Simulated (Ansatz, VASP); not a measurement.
## Two plane-wave programs on Ti

```xyz
1
Lattice="0.0000 1.9946 1.9946 1.9946 0.0000 1.9946 1.9946 1.9946 0.0000" Properties=species:S:1:pos:R:3 pbc="T T T"
Ti    0.0000    0.0000    0.0000
```

Alike in both runs: task single point; functional PBE; k mesh 18 × 18 × 18; occupations gaussian, width 0.1 eV; no spin polarisation.

|  | VASP | Ansatz |
| --- | --- | --- |
| version | VASP 6.6.1 | Ansatz 0.2.0 |
| potentials or method | VASP PAW PBE potentials, release 64 (Ti_sv), cutoff 520 eV | scalar-relativistic, plane waves, PAW |
| valence electrons in the cell | 12 | 12 |

Ansatz gave:

* gap on the k mesh at the Fermi level (eV): none
* pressure (GPa): 11.4

**Question.** Estimate VASP's values.

**Answer.** gap on the k mesh at the Fermi level (eV): none; pressure (GPa): 11.0.

A gap of «none» marks a metal or a gap that the smearing closes.
